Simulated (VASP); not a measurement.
Wanted: the native input for a VASP 6.6.1 run.

```yaml
Task: single point
Functional: LDA
Potentials_or_basis: VASP PAW LDA potentials, release 64 (Bi_d, Se)
Cutoff: 520 eV
k_mesh: 8 × 8 × 8
Occupations: gaussian, width 0.05 eV
Spin: no spin polarisation
Dipole_correction: no
Further_INCAR_settings: ALGO = Normal; EDIFF = 1e-07; NBANDS = 32
```

The structure of Bi2Se3 lies in POSCAR:

```
Bi2Se3
1.0
    2.0715000000      1.1959810826      9.5453333333
   -2.0715000000      1.1959810826      9.5453333333
    0.0000000000     -2.3919621653      9.5453333333
Bi Se
2 3
Direct
    0.5992000000      0.5992000000      0.5992000000
    0.4008000000      0.4008000000      0.4008000000
    0.7883000000      0.7883000000      0.7883000000
    0.2117000000      0.2117000000      0.2117000000
    0.0000000000      0.0000000000      0.0000000000
```

The input as run:

INCAR

```
SYSTEM = Bi2Se3
PREC = Accurate
ENCUT = 520
EDIFF = 1E-7
ISMEAR = 0
SIGMA = 0.05
LREAL = .False.
LASPH = .True.
NELM = 80
ALGO = Normal
ISIF = 2
LWAVE = .False.
LCHARG = .False.
GGA = CA
NBANDS = 32
```

KPOINTS

```
regular mesh
0
Gamma
  8 8 8
  0 0 0
```

Potentials or basis: VASP PAW LDA potentials, release 64 (Bi_d, Se).

Command:

```console
$ cat potpaw_LDA.64/Bi_d/POTCAR potpaw_LDA.64/Se/POTCAR > POTCAR
$ mpirun -np 1 vasp_std > vasp.out
```

It gave:

```yaml
Pressure: -1.7 GPa
Largest_force: 0.136 eV/Å
Band_gap_on_the_k_mesh: 0.09 eV
```

Caveat: spin-orbit coupling is left out, which moves the levels of the heavy elements.

Run time: 33 min on 1 thread of Intel Xeon 8259CL (shared host), peak memory 0.83 GiB.
